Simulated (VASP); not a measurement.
# SiO2 (P4_2/mnm) in VASP: further runs

The runs below take SiO2 through single point, with LDA.

Everything below comes from runs of VASP 6.6.1. Logs are shortened: lines on timing, memory, paths and dates and some standing lists are left out, and cuts for length are marked.

## Step 1: The cell of the first run

It takes space group P4_2/mnm (No. 136, tetragonal). Conventional cell: a = 4.105 Å, b = 4.105 Å, c = 2.406 Å, α = 90.00°, β = 90.00°, γ = 90.00°. Within 2.2 Å of Si (site symmetry mmm) lie 6 O at 1.65 to 1.77 Å. O (site symmetry m2m) has 3 Si at 1.65 to 1.77 Å within 2.2 Å.

## Step 2: Single point, LDA

File INCAR:

```
ALGO = Normal
EDIFF = 1E-7
ENCUT = 520
GGA = CA
ISIF = 2
ISMEAR = 0
LASPH = T
LCHARG = F
LREAL = F
LWAVE = F
NBANDS = 25
NELM = 80
PREC = Accurate
SIGMA = 0.05
```

File KPOINTS:

```
k-points
0
Gamma
  6 6 8
```

File POSCAR:

```
SiO2
1.0
    4.1053000000      0.0000000000      0.0000000000
    0.0000000000      4.1053000000      0.0000000000
    0.0000000000      0.0000000000      2.4058000000
Si O
2 4
Direct
    0.5000000000      0.5000000000      0.5000000000
    0.0000000000      0.0000000000      0.0000000000
    0.6944252994      0.6944252994      0.0000000000
    0.1944252994      0.8055747006      0.5000000000
    0.3055747006      0.3055747006      0.0000000000
    0.8055747006      0.1944252994      0.5000000000
```

Potentials or basis: VASP PAW LDA potentials, release 64 (Si, O).

Run with:

```bash
cat potpaw_LDA.64/Si/POTCAR potpaw_LDA.64/O/POTCAR > POTCAR
mpirun -np 1 vasp_std > vasp.out
```

OUTCAR:

```text
EDIFF = 1E-7
   ENCUT = 520
   GGA = CA
   ISIF = 2
   ISMEAR = 0
   LASPH = T
   LREAL = F
   NELM = 80
   PREC = Accurate

 ion  position               nearest neighbor table
   1  0.500  0.500  0.500-   3 1.65   5 1.65   3 1.65   5 1.65   4 1.77   6 1.77   2 3.14   2 3.14
                             2 3.14   2 3.14   2 3.14   2 3.14   2 3.14   2 3.14
   2  0.000  0.000  0.000-   4 1.65   6 1.65   4 1.65   6 1.65   5 1.77   3 1.77   1 3.14   1 3.14
                             1 3.14   1 3.14   1 3.14   1 3.14   1 3.14   1 3.14
   3  0.694  0.694  0.000-   1 1.65   1 1.65   2 1.77
   4  0.194  0.806  0.500-   2 1.65   2 1.65   1 1.77
   5  0.306  0.306  0.000-   1 1.65   1 1.65   2 1.77
   6  0.806  0.194  0.500-   2 1.65   2 1.65   1 1.77

  LATTYP: Found a simple tetragonal cell.
 ALAT       =     4.1053000000
 C/A-ratio  =     0.5860229459

  Lattice vectors:

 A1 = (   4.1053000000,   0.0000000000,   0.0000000000)
 A2 = (   0.0000000000,   4.1053000000,   0.0000000000)
 A3 = (   0.0000000000,   0.0000000000,   2.4058000000)

Analysis of symmetry for initial positions (statically):
=====================================================================
 Subroutine PRICEL returns:
 Original cell was already a primitive cell.

 Routine SETGRP: Setting up the symmetry group for a
 simple tetragonal supercell.

 Subroutine GETGRP returns: Found 16 space group operations
 (whereof  8 operations were pure point group operations)
 out of a pool of 16 trial point group operations.

The static configuration has the point symmetry D_2h.
 The point group associated with its full space group is D_4h.

Analysis of symmetry for dynamics (positions and initial velocities):
=====================================================================
 Subroutine PRICEL returns:
 Original cell was already a primitive cell.

 Routine SETGRP: Setting up the symmetry group for a
 simple tetragonal supercell.

 Subroutine GETGRP returns: Found 16 space group operations
 (whereof  8 operations were pure point group operations)
 out of a pool of 16 trial point group operations.

The dynamic configuration has the point symmetry D_2h.
 The point group associated with its full space group is D_4h.

 Subroutine INISYM returns: Found 16 space group operations
 (whereof  8 operations are pure point group operations),
 and found     1 'primitive' translations

[... 96 lines left out ...]
   ISPIN  =      1    spin polarized calculation?
   LNONCOLLINEAR =      F non collinear calculations
   LSORBIT =      F    spin-orbit coupling
   LASPH  =      T    aspherical Exc in radial PAW
   ENCUT  =  520.0 eV  38.22 Ry    6.18 a.u.   7.63  7.63  4.47*2*pi/ulx,y,z
   NELM   =     80;   NELMIN=  2; NELMDL= -5     # of ELM steps
   EDIFF  = 0.1E-06   stopping-criterion for ELM
   LREAL  =      F    real-space projection
   EDIFFG = 0.1E-05   stopping-criterion for IOM
   NSW    =      0    number of steps for IOM
   IBRION =     -1    ionic relax: 0-MD 1-quasi-New 2-CG
   NFREE  =      0    steps in history (QN), initial steepest desc. (CG)
   ISIF   =      2    stress and relaxation
   ISYM   =      2    0-nonsym 1-usesym 2-fastsym
   POTIM  = 0.5000    time-step for ionic-motion
   TEBEG  =    0.0;   TEEND  =   0.0 temperature during run
   PSTRESS=    0.0 pullay stress
   NELECT =      32.0000    total number of electrons
   NUPDOWN=      -1.0000    fix difference up-down
   EMIN   =  10.00;   EMAX   =-10.00  energy-range for DOS
   EFERMI =   0.00;   METHOD = LEGACY
   ISMEAR =     0;   SIGMA  =   0.05  broadening in eV -4-tet -1-fermi 0-gaus
   EFERMI_NEDOS =   21; number of points for ismear=-14 and -15
   IALGO  =     38    algorithm
   IMIX   =      4    mixing-type and parameters
     AMIX     =   0.40;   BMIX     =  1.00
     AMIX_MAG =   1.60;   BMIX_MAG =  1.00
  volume/ion in A,a.u.               =       6.76        45.60
  Fermi-wavevector in a.u.,A,eV,Ry     =   1.512894  2.858954 31.141654  2.288847
  Thomas-Fermi vector in A             =   2.622757
   LORBIT       =      0    0 simple, 1 ext, 2 COOP (PROOUT), +10 PAW based schemes
   GGA     = CA    functional components
   LHFCALC =     F    Hartree Fock is set to
   AEXX    =    0.0000 exact exchange contribution
   IVDW    =     0    specifies the selected vdW correction
   LEPSILON=     F    determine dielectric tensor
   LRPA    =     F    only Hartree local field effects (RPA)
 non-spin polarized calculation
 Gauss-broadening in eV      SIGMA  =   0.05
  energy-cutoff  :      520.00
  volume of cell :       40.55
 maximum number of plane-waves:      1120
 NGX is ok and might be reduce to    32
   NGX = 15   NGY = 15   NGZ =  9

 number of electron      31.9999963 magnetization

 Free energy of the ion-electron system (eV)
  ---------------------------------------------------
  ext. energy  EPLUGINS =         0.00000000
  ---------------------------------------------------
  free energy    TOTEN  =       -50.44197098 eV

  energy without entropy =      -50.44197098  energy(sigma->0) =      -50.44197098

 E-fermi :  10.1819     XC(G=0): -13.4248

 val. band max:        9.9293361010   @ k =   0.0000   0.0000   0.0000
 cond. band min:      18.2834746157   @ k =   0.0000   0.0000   0.0000
 fundamental gap:      8.3541385147
 Fermi energy:        10.1818781782

 k-point     1 :       0.0000    0.0000    0.0000
  band No.  band energies     occupation
      1     -14.0231      2.00000
      2      -9.7720      2.00000
      3      -9.7720      2.00000
      4      -9.6801      2.00000
      5      -1.7721      2.00000
      6       2.1881      2.00000
[... 661 lines left out ...]
     24      24.6259      0.00000
     25      25.3898      0.00000

 [... further k-points ...]
[... 5 lines left out ...]
  --------------------------------------------------------------------------------------
  -------------------------------------------------------------------------------------
  Total        9.7811794      9.7811794     28.9304043      0.0000000      0.0000000      0.0000000
  in kB      386.5026588    386.5026588   1143.1830243      0.0000000      0.0000000      0.0000000
  external PRESSURE =     638.7294473 kB  Pullay stress =       0.0000000 kB

 VOLUME and BASIS-vectors are now :
 -----------------------------------------------------------------------------
  energy-cutoff  :      520.00
  volume of cell :       40.55
      direct lattice vectors                 reciprocal lattice vectors
     4.105300000  0.000000000  0.000000000     0.243587558  0.000000000  0.000000000
     0.000000000  4.105300000  0.000000000     0.000000000  0.243587558  0.000000000
     0.000000000  0.000000000  2.405800000     0.000000000  0.000000000  0.415662150

 POSITION                                       TOTAL-FORCE (eV/Angst)
 -----------------------------------------------------------------------------------
      2.05265      2.05265      1.20290         0.000000      0.000000      0.000000
      0.00000      0.00000      0.00000         0.000000      0.000000      0.000000
      2.85082      2.85082      0.00000         0.719767      0.719767      0.000000
      0.79817      3.30713      1.20290         0.719767     -0.719767     -0.000000
      1.25448      1.25448      0.00000        -0.719767     -0.719767     -0.000000
      3.30713      0.79817      1.20290        -0.719767      0.719767      0.000000
 -----------------------------------------------------------------------------------
    total drift:                                0.000000      0.000000     -0.000000

  FREE ENERGIE OF THE ION-ELECTRON SYSTEM (eV)
  ---------------------------------------------------
  free  energy   TOTEN  =       -50.4419709762 eV

  energy  without entropy=      -50.4419709762  energy(sigma->0) =      -50.44197098
```

Wall time 13 s (1 thread of Intel Xeon 6975P-C (Granite Rapids), shared host); peak memory 0.15 GiB.

Results:

- Free energy: -50.4420 eV
- Pressure: 63.9 GPa
- Largest force: 1.018 eV/Å
- Band gap on the k mesh: 8.35 eV, direct

Forces on the atoms (eV/Å):
```
Si   0.000  0.000  0.000
Si   0.000  0.000  0.000
O    0.720  0.720  0.000
O    0.720 -0.720  0.000
O   -0.720 -0.720  0.000
O   -0.720  0.720  0.000
```

Stress tensor (GPa, compression positive):
```
 38.65   0.00   0.00
  0.00  38.65   0.00
  0.00   0.00 114.32
```

Caveat: forces of over 1 eV/Å act on the atoms, so gaps and moduli don't describe the material at rest.

## Step 3: Single point, LDA

This run uses another cell than the first one, of 6.82 Å³/atom, 1.009 times its volume.

File INCAR:

```
SYSTEM = SiO2
PREC = Accurate
ENCUT = 520
EDIFF = 1E-6
ISMEAR = 0
SIGMA = 0.05
LREAL = .FALSE.
LASPH = .TRUE.
NELM = 60
ALGO = Normal
ISIF = 2
LWAVE = .FALSE.
LCHARG = .FALSE.
GGA = CA
NBANDS = 25
```

File KPOINTS:

```
regular mesh
0
G
  6 6 8
  0 0 0
```

Edit POSCAR of step 2 so:

```diff
@@ -2,5 +2,5 @@
 1.0
-    4.1053000000      0.0000000000      0.0000000000
-    0.0000000000      4.1053000000      0.0000000000
-    0.0000000000      0.0000000000      2.4058000000
+    4.1801000000      0.0000000000      0.0000000000
+    0.0000000000      4.1801000000      0.0000000000
+    0.0000000000      0.0000000000      2.3420000000
 Si O
```

Potentials or basis: VASP PAW LDA potentials, release 64 (Si, O).

Run with:

```bash
cat potpaw_LDA.64/Si/POTCAR potpaw_LDA.64/O/POTCAR > POTCAR
mpirun -np 1 vasp_std > vasp.out
```

Wall time 12 s (1 thread of Intel Xeon 6975P-C (Granite Rapids), shared host); peak memory 0.15 GiB.

It converged, with:

- Free energy: -49.8875 eV
- Pressure: 64.2 GPa
- Largest force: 0.830 eV/Å
- Band gap on the k mesh: 7.93 eV, direct

Forces in eV/Å, atoms in the order of the input:
```
Si   0.000  0.000  0.000
Si   0.000  0.000  0.000
O    0.587  0.587  0.000
O    0.587 -0.587  0.000
O   -0.587 -0.587  0.000
O   -0.587  0.587  0.000
```

Stress tensor (GPa, compression positive):
```
 27.55   0.00   0.00
  0.00  27.55   0.00
  0.00   0.00 137.53
```

Levels at points of the mesh, in eV from the valence-band top:
| k point | band 12 | band 13 | band 14 | band 15 | band 16 | band 17 | band 18 | band 19 | band 20 | band 21 |
| --- | --- | --- | --- | --- | --- | --- | --- | --- | --- | --- |
| (0.00, 0.00, 0.00) | -2.32 | -1.52 | -1.05 | -1.05 | 0.00 | 7.93 | 9.45 | 11.18 | 11.38 | 11.38 |
| (0.50, 0.00, 0.00) | -3.20 | -1.89 | -1.89 | -1.31 | -1.31 | 9.82 | 9.82 | 11.35 | 11.35 | 12.25 |
| (0.50, 0.50, 0.00) | -2.76 | -2.61 | -2.61 | -2.41 | -2.41 | 9.98 | 9.98 | 11.64 | 11.64 | 13.81 |
| (0.00, 0.00, 0.50) | -5.18 | -3.11 | -3.11 | -3.01 | -3.01 | 10.51 | 10.51 | 13.13 | 13.13 | 13.45 |
| (0.50, 0.00, 0.50) | -4.49 | -2.69 | -2.69 | -1.91 | -1.91 | 9.61 | 9.61 | 10.12 | 10.12 | 12.66 |
| (0.50, 0.50, 0.50) | -5.09 | -2.15 | -2.15 | -1.67 | -1.67 | 8.22 | 8.22 | 11.41 | 11.41 | 11.53 |

## Step 4: Single point, LDA

This run uses another cell than the first one, of 7.64 Å³/atom, 1.131 times its volume.

File INCAR:

```
PREC = Accurate
ENCUT = 520
EDIFF = 1E-7
ISMEAR = 0
SIGMA = 0.05
LREAL = F
LASPH = T
NELM = 80
ALGO = Normal
ISIF = 2
LWAVE = F
LCHARG = F
NBANDS = 25
```

File KPOINTS:

```
Automatic mesh
0
Gamma
  6 6 8
```

Edit POSCAR of step 3 so:

```diff
@@ -2,5 +2,5 @@
 1.0
-    4.1801000000      0.0000000000      0.0000000000
-    0.0000000000      4.1801000000      0.0000000000
-    0.0000000000      0.0000000000      2.3420000000
+    4.2549000000      0.0000000000      0.0000000000
+    0.0000000000      4.2549000000      0.0000000000
+    0.0000000000      0.0000000000      2.5336000000
 Si O
```

Potentials or basis: VASP PAW LDA potentials, release 64 (Si, O).

Run with:

```bash
cat potpaw_LDA.64/Si/POTCAR potpaw_LDA.64/O/POTCAR > POTCAR
mpirun -np 1 vasp_std > vasp.out
```

OUTCAR:

```text
PREC = Accurate
   ENCUT = 520
   EDIFF = 1E-7
   ISMEAR = 0
   LREAL = F
   LASPH = T
   NELM = 80
   ISIF = 2

 ion  position               nearest neighbor table
   1  0.500  0.500  0.500-   3 1.72   5 1.72   3 1.72   5 1.72   4 1.84   6 1.84
   2  0.000  0.000  0.000-   4 1.72   6 1.72   4 1.72   6 1.72   5 1.84   3 1.84
   3  0.694  0.694  0.000-   1 1.72   1 1.72   2 1.84
   4  0.194  0.806  0.500-   2 1.72   2 1.72   1 1.84
   5  0.306  0.306  0.000-   1 1.72   1 1.72   2 1.84
   6  0.806  0.194  0.500-   2 1.72   2 1.72   1 1.84

  LATTYP: Found a simple tetragonal cell.
 ALAT       =     4.2549000000
 C/A-ratio  =     0.5954546523

  Lattice vectors:

 A1 = (   4.2549000000,   0.0000000000,   0.0000000000)
 A2 = (   0.0000000000,   4.2549000000,   0.0000000000)
 A3 = (   0.0000000000,   0.0000000000,   2.5336000000)

Analysis of symmetry for initial positions (statically):
=====================================================================
 Subroutine PRICEL returns:
 Original cell was already a primitive cell.

 Routine SETGRP: Setting up the symmetry group for a
 simple tetragonal supercell.

 Subroutine GETGRP returns: Found 16 space group operations
[... 173 lines left out ...]

  energy without entropy =      -51.68907821  energy(sigma->0) =      -51.68907821

 E-fermi :   8.3872     XC(G=0): -12.7874

 val. band max:        8.1637409624   @ k =   0.0000   0.0000   0.0000
 cond. band min:      14.1769796329   @ k =   0.0000   0.0000   0.0000
 fundamental gap:      6.0132386705
 Fermi energy:         8.3871956713

 k-point     1 :       0.0000    0.0000    0.0000
  band No.  band energies     occupation
      1     -14.4185      2.00000
      2     -10.7615      2.00000
      3     -10.7615      2.00000
      4     -10.6469      2.00000
      5      -2.8217      2.00000
      6       1.2495      2.00000
[... 661 lines left out ...]
     24      21.7226      0.00000
     25      22.0689      0.00000

 [... further k-points ...]
[... 5 lines left out ...]
  --------------------------------------------------------------------------------------
  -------------------------------------------------------------------------------------
  Total       -2.0393972     -2.0393972      9.4655652      0.0000000      0.0000000      0.0000000
  in kB      -71.2353605    -71.2353605    330.6285608      0.0000000      0.0000000      0.0000000
  external PRESSURE =      62.7192799 kB  Pullay stress =       0.0000000 kB

 VOLUME and BASIS-vectors are now :
 -----------------------------------------------------------------------------
  energy-cutoff  :      520.00
  volume of cell :       45.87
      direct lattice vectors                 reciprocal lattice vectors
     4.254900000  0.000000000  0.000000000     0.235023150  0.000000000  0.000000000
     0.000000000  4.254900000  0.000000000     0.000000000  0.235023150  0.000000000
     0.000000000  0.000000000  2.533600000     0.000000000  0.000000000  0.394695295

 POSITION                                       TOTAL-FORCE (eV/Angst)
 -----------------------------------------------------------------------------------
      2.12745      2.12745      1.26680        -0.000000      0.000000     -0.000000
      0.00000      0.00000      0.00000        -0.000000      0.000000     -0.000000
      2.95471      2.95471      0.00000        -0.246737     -0.246737      0.000000
      0.82726      3.42764      1.26680        -0.246737      0.246737     -0.000000
      1.30019      1.30019      0.00000         0.246737      0.246737     -0.000000
      3.42764      0.82726      1.26680         0.246737     -0.246737      0.000000
 -----------------------------------------------------------------------------------
    total drift:                                0.000000      0.000000     -0.000000

  FREE ENERGIE OF THE ION-ELECTRON SYSTEM (eV)
  ---------------------------------------------------
  free  energy   TOTEN  =       -51.6890782073 eV

  energy  without entropy=      -51.6890782073  energy(sigma->0) =      -51.68907821
```

stdout:

```text
POSCAR found type information on POSCAR SiO
 POSCAR found :  2 types and       6 ions
 scaLAPACK will be used
 LDA part: xc-table for (Slater(with rela. corr.)+CA(PZ))
 , standard interpolation
 POSCAR, INCAR and KPOINTS ok, starting setup
 FFT: planning ... GRIDC
 FFT: planning ... GRID_SOFT
 FFT: planning ... GRID
 WAVECAR not read
 entering main loop
```

Run time: 33 s. Hardware: 1 thread of Intel Xeon Platinum 8259CL at 2.50GHz (Skylake/Cascade Lake), shared host; peak memory 0.16 GiB.

What came out:

- Free energy: -51.6891 eV
- Pressure: 6.3 GPa
- Largest force: 0.349 eV/Å
- Band gap on the k mesh: 6.01 eV, direct

Forces on the atoms (eV/Å):
```
Si   0.000  0.000  0.000
Si   0.000  0.000  0.000
O   -0.247 -0.247  0.000
O   -0.247  0.247  0.000
O    0.247  0.247  0.000
O    0.247 -0.247  0.000
```

A k mesh can miss the band edges. LDA gaps usually lie below the measured ones, often by a third to a half.

(Continued in part 2 of 2.)
